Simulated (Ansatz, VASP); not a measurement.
**ZnS: VASP beside Ansatz**

File INCAR:

```
SYSTEM = ZnS
  ALGO = Normal
  EDIFF = 1E-6
  ENCUT = 520
  GGA = PE
  ISIF = 2
  ISMEAR = 0
  LASPH = .True.
  LCHARG = .False.
  LREAL = .False.
  LWAVE = .False.
  NBANDS = 16
  NELM = 60
  PREC = Accurate
  SIGMA = 0.019000000000000003
```

KPOINTS

```
k-points
0
Gamma
  9 9 9
  0 0 0
```

POSCAR

```
ZnS
1.0
    0.0000000000      2.7020000000      2.7020000000
    2.7020000000      0.0000000000      2.7020000000
    2.7020000000      2.7020000000      0.0000000000
Zn S
1 1
Direct
    0.7500000000      0.7500000000      0.7500000000
    0.0000000000      0.0000000000      0.0000000000
```

File input.yaml:

```yaml
crystal:
  lattice:
    - [0.0, 2.702, 2.702]
    - [2.702, 0.0, 2.702]
    - [2.702, 2.702, 0.0]
  atoms:
    - { symbol: Zn, position: [0.75, 0.75, 0.75] }
    - { symbol: S, position: [0.0, 0.0, 0.0] }
kpoints:
  mp_grid: { grid: [9, 9, 9] }
scf:
  occupations: { method: gaussian, width: 0.019 }
hamiltonian:
  xc: pbe
  pseudopotentials: { kind: all_electron, lapw: { basis_error: 0.001 } }
output:
  forces: true
  stress: true
  eigenvalues: true
```

Alike in both runs: task single point; functional PBE; k mesh 9 × 9 × 9; occupations gaussian, width 0.019 eV; no spin polarisation.

```csv
,VASP,Ansatz
version,VASP 6.6.1,Ansatz 0.2.0
potentials or method,"VASP PAW PBE potentials, release 64 (Zn, S), cutoff 520 eV","all-electron LAPW, scalar-relativistic"
```

Ansatz gave:

```
gap on the k mesh at the Fermi level (eV) : 2.11
least direct gap on the mesh (eV)         : 2.11
pressure (GPa)                            : 1.6
```

Problem. Estimate VASP's values.

Solution. gap on the k mesh at the Fermi level (eV): 2.11; least direct gap on the mesh (eV): 2.11; pressure (GPa): 1.8.

Ansatz ran all-electron here, and VASP with PAW potentials.
